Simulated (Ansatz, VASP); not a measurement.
## Sb: VASP beside Ansatz

```xyz
1
Lattice="0.0000 2.3553 2.3553 2.3553 0.0000 2.3553 2.3553 2.3553 0.0000" Properties=species:S:1:pos:R:3 pbc="T T T"
Sb    0.0000    0.0000    0.0000
```

Change from the starting cell: volume scaled by 0.98.

Alike in both runs: task single point; functional LDA; k mesh 10 × 10 × 10; occupations fermi-dirac, width 0.05 eV; no spin polarisation.

```csv
,VASP,Ansatz
version,VASP 6.6.1,Ansatz 0.2.0
potentials or method,"VASP PAW LDA potentials, release 64 (Sb), cutoff 520 eV","all-electron LAPW, scalar-relativistic"
```

Ansatz gave:

| Quantity | Value |
| --- | --- |
| gap on the k mesh at the Fermi level (eV) | none |
| pressure (GPa) | -1.1 |

**Question.** Estimate VASP's values.

**Answer.** gap on the k mesh at the Fermi level (eV): none; pressure (GPa): -1.0.

LDA's correlation is that of Perdew and Zunger in VASP and of Perdew and Wang (1992) in Ansatz. A gap of «none» marks a metal or a gap that the smearing closes. Ansatz ran all-electron here, and VASP with PAW potentials.

Spin-orbit coupling is off throughout.
